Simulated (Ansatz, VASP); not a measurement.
## SiGe in VASP and in Ansatz

```
Si Ge
1.0
     3.90445    0.00000    0.00000
    -1.95223    3.38135    0.00000
     0.00000    0.00000    6.45078
Si Ge
2 2
Direct
  0.66667 0.33333 0.95212
  0.33333 0.66667 0.45212
  0.66667 0.33333 0.50039
  0.33333 0.66667 0.00039
```

Change from the starting cell: all Si atoms moved +0.500 Å, as atom 1 along Cartesian [0 0 1].

Alike in both runs: task single point; functional r2SCAN; k mesh 12 × 12 × 4; occupations gaussian, width 0.05 eV; no spin polarisation.

|  | VASP | Ansatz |
| --- | --- | --- |
| version | VASP 6.6.1 | Ansatz 0.2.0 |
| potentials or method | VASP PAW PBE potentials, release 64 (Si, Ge_d), cutoff 520 eV | scalar-relativistic, plane waves, PAW |
| valence electrons in the cell | 36 | 36 |

Ansatz gave:

- gap on the k mesh at the Fermi level (eV): none
- pressure (GPa): 3.9
- traceless stress, the component that is largest in VASP (GPa): -9.04
- rms of the force components (eV/Å): 1.211

What did VASP give for the same quantities?

gap on the k mesh at the Fermi level (eV): none; pressure (GPa): 3.8; traceless stress, the component that is largest in VASP (GPa): -9.03; rms of the force components (eV/Å): 1.213.

VASP's potentials were made for PBE, not for r2SCAN. Atom by atom the forces differ by 0.002 eV/Å (rms over components). A gap of «none» marks a metal or a gap that the smearing closes.
